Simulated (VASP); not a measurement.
A run of VASP 6.6.1:

INCAR

```
ALGO = Normal
EDIFF = 1E-6
ENCUT = 400
GGA = PS
GGA_COMPAT = F
ISIF = 2
ISMEAR = -1
ISYM = -1
LASPH = T
LCHARG = T
LELF = T
LREAL = Auto
LVHAR = T
LWAVE = F
NBANDS = 78
NELM = 120
PREC = Accurate
SIGMA = 0.1482
```

The input KPOINTS:

```
explicit points
1
Reciprocal
  0.25000000   0.25000000   0.25000000 1
```

The input POSCAR:

```
Al3Cu2
1.0
    6.8921920000     -0.1854640000     -0.0600550000
   -0.1854640000      6.9738980000      0.0067840000
   -0.0600550000      0.0067840000      7.0022850000
Al Cu
12 8
Direct
    0.6826727635      0.1383704152      0.8496549638
    0.1885644541      0.9103888630      0.5520116876
    0.0174727758      0.9709013973      0.9179330365
    0.5453959759      0.7267111209      0.3953547659
   -0.1291954710      0.5830583037      0.9681239336
    0.6486310599      0.4337209798      0.7026588000
   -0.0486410904      0.1729285493      0.5770584476
    0.5363306769      0.8249239252      1.0471286237
    0.2289571261      0.3136770480      0.3920351764
    0.2218367578      0.6512033817      1.2269710020
    0.4469125980      0.3397091725      0.0970045848
    0.2778428817      0.5940587752      0.7272328618
    0.9058113751      0.8033358525      0.2616606824
   -0.1373647926      0.2277797209      0.1384487064
    0.3433327707      1.0205831124      0.2269078185
    0.8509409578      0.7399017215      0.6230510135
    0.3254581803      0.1288964543      0.8380087296
    0.4971619416      0.8946371547      0.7061289053
    0.8299059215      0.5066529246      0.3742415321
    0.6083612706      0.1787255228      0.3870207600
```

Potentials or basis: VASP PAW PBE potentials, release 64 (Al, Cu).

Run with:

```console
$ cat potpaw_PBE.64/Al/POTCAR potpaw_PBE.64/Cu/POTCAR > POTCAR
$ mpirun -np 1 vasp_std > vasp.out
```

Hardware: 1 thread of Intel(R) Xeon(R) Platinum 8259CL CPU @ 2.50GHz (Skylake/Cascade Lake), with other jobs on the host.

Estimate the wall time of this run.

It took 80 s on 1 thread of Intel(R) Xeon(R) Platinum 8259CL CPU @ 2.50GHz (Skylake/Cascade Lake), on a shared host, peak memory 0.3 GiB. Counts: scf iterations 19, k points 1.
